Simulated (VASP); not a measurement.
# MoSe: single point with PBE

MoSe:

```xyz
4
Lattice="3.4405 0.0000 0.0000 -1.7202 2.9795 0.0000 0.0000 0.0000 6.6354" Properties=species:S:1:pos:R:3 pbc="T T T"
Mo    0.0000    0.0000    0.0000
Mo    0.0000    0.0000    3.3177
Se    0.0000    1.9863    1.6588
Se    1.7202    0.9932    4.9765
```

```json
{"Program": "VASP 6.6.1", "Task": "single point", "Functional": "PBE", "Potentials or basis": "VASP PAW PBE potentials, release 64 (Mo_sv, Se)", "Cutoff": "520 eV", "k mesh": "6 × 6 × 4", "Occupations": "gaussian, width 0.1 eV", "Spin": "collinear spin, ferromagnetic start", "Starting moments": "[0.26, 0.26, 0.0, 0.0] μB"}
```

* Pressure: 0.4 GPa
* Band gap on the k mesh: zero (filled and empty bands overlap)
* Net moment: 0.00 μB per cell
* Valence electrons inside the program's atomic spheres: Mo 12.40; Se 3.95

Stress tensor (GPa, compression positive):
```
0.36 0.00 0.00
0.00 0.36 0.00
0.00 0.00 0.51
```

Levels at points of the mesh, in eV from the Fermi level:
Spin up:
```
           k point  band 18  band 19  band 20  band 21  band 22  band 23
(0.00, 0.00, 0.00)    -1.71    -1.71    -1.61    -1.61    -0.11    -0.11
(0.50, 0.00, 0.00)    -2.28    -0.78     0.54     0.78     0.92     1.04
(0.00, 0.00, 0.50)    -1.40    -1.11    -1.11    -1.11    -1.11     1.79
(0.50, 0.00, 0.50)    -2.65     0.65     0.65     0.74     0.74     1.59
```
Spin down:
```csv
k point,band 17,band 18,band 19,band 20,band 21,band 22,band 23,band 24
"(0.00, 0.00, 0.00)",-1.81,-1.71,-1.71,-1.61,-1.61,-0.11,-0.11,0.67
"(0.50, 0.00, 0.00)",-3.23,-2.28,-0.78,0.54,0.78,0.92,1.04,1.93
"(0.00, 0.00, 0.50)",-1.40,-1.40,-1.11,-1.11,-1.11,-1.11,1.79,1.79
"(0.50, 0.00, 0.50)",-2.65,-2.65,0.65,0.65,0.74,0.74,1.59,1.59
```

Run time: 100 s on 1 thread of AMD EPYC 9R14 (Zen 4), with other jobs on the host, peak memory 0.22 GiB.
